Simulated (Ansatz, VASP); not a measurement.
**Au in VASP and in Ansatz**

The input INCAR:

```
SYSTEM = Au
ALGO = Fast
EDIFF = 1E-6
ENCUT = 520
GGA = PS
ISIF = 2
ISMEAR = 0
LASPH = .TRUE.
LCHARG = .FALSE.
LREAL = .FALSE.
LWAVE = .FALSE.
NBANDS = 12
NELM = 100
PREC = Accurate
SIGMA = 0.15
```

KPOINTS

```
k-points
0
G
  26 26 26
  0 0 0
```

Contents of POSCAR:

```
Au
1.0
   -1.5805465595      1.5805465595      1.6616002293
    1.5805465595     -1.5805465595      1.6616002293
    1.5805465595      1.5805465595     -1.6616002293
Au
1
Direct
    0.0000000000      0.0000000000      0.0000000000
```

Input for Ansatz:

```yaml
crystal:
  lattice:
    - [-1.5805465595, 1.5805465595, 1.6616002293]
    - [1.5805465595, -1.5805465595, 1.6616002293]
    - [1.5805465595, 1.5805465595, -1.6616002293]
  atoms:
    - { symbol: Au, position: [0.0, 0.0, 0.0] }
basis:
  ecutwfc: 420
kpoints:
  mp_grid: { grid: [26, 26, 26] }
hamiltonian:
  xc: pbesol
scf:
  occupations: { method: gaussian, width: 0.15 }
output:
  forces: true
  stress: true
  eigenvalues: true
```

Change from the starting cell: strain -0.025 along x and y, +0.025 along z, atoms carried along.

Alike in both runs: task single point; functional PBEsol; k mesh 26 × 26 × 26; occupations gaussian, width 0.15 eV; no spin polarisation.

```csv
,VASP,Ansatz
version,VASP 6.6.1,Ansatz 0.2.0
potentials or method,"VASP PAW PBE potentials, release 64 (Au), cutoff 520 eV","scalar-relativistic, plane waves, PAW"
valence electrons in the cell,11,19
```

Ansatz gave:

| Quantity | Value |
| --- | --- |
| gap on the k mesh at the Fermi level (eV) | none |
| pressure (GPa) | 5.1 |
| traceless stress, the component that is largest in VASP (GPa) | 0.22 |

Question: Estimate VASP's values.

Answer: gap on the k mesh at the Fermi level (eV): none; pressure (GPa): 4.8; traceless stress, the component that is largest in VASP (GPa): 0.23.

VASP's potentials were made for PBE, not for PBEsol. A gap of «none» marks a metal or a gap that the smearing closes. VASP's potentials hold 11 valence electrons a cell and Ansatz's 19, so a difference there can come from the potentials and not from the codes.

Neither program's run includes spin-orbit coupling.
